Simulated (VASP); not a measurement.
A run of VASP 6.6.1:

Contents of INCAR:

```
PREC     = Accurate       # precision mode
ENCUT    = 520            # plane-wave cutoff, eV
EDIFF    = 1E-7           # SCF threshold, eV
ISMEAR   = -1             # smearing method
SIGMA    = 0.05           # smearing width, eV
LREAL    = F              # projectors in reciprocal space
LASPH    = T              # aspherical terms in the spheres
NELM     = 150            # most SCF steps
ALGO     = Normal         # electronic algorithm
ISIF     = 2              # what is computed and relaxed
LWAVE    = F              # write WAVECAR
LCHARG   = F              # write CHGCAR
MAGMOM   = 0 0 0          # initial moments
LORBIT   = 11             # projections on sites
LSORBIT  = T              # spin-orbit coupling
GGA_COMPAT= F            
LORBMOM  = T            
LMAXMIX  = 4              # l up to which the mixer works
GGA      = PE             # functional
NBANDS   = 25             # bands
```

KPOINTS

```
Automatic mesh
0
Gamma
  9 9 9
```

Contents of POSCAR:

```
Mo
1.0
   -1.5838089719      1.5838089719      1.5838089719
    1.5838089719     -1.5838089719      1.5838089719
    1.5838089719      1.5838089719     -1.5838089719
Mo
1
Direct
    0.0000000000      0.0000000000      0.0000000000
```

Potentials or basis: VASP PAW PBE potentials, release 64 (Mo_sv).

Command:

```console
$ cat potpaw_PBE.64/Mo_sv/POTCAR > POTCAR
$ mpirun -np 1 vasp_ncl > vasp.out
```

Hardware: 1 thread of Intel(R) Xeon(R) 6975P-C (Granite Rapids) (shared host).

Q: Estimate the wall time of this run.

A: Run time: 12 s on 1 thread of Intel(R) Xeon(R) 6975P-C (Granite Rapids), with other jobs on the host, peak memory 0.16 GiB. Counts: scf iterations 13, k points 35.
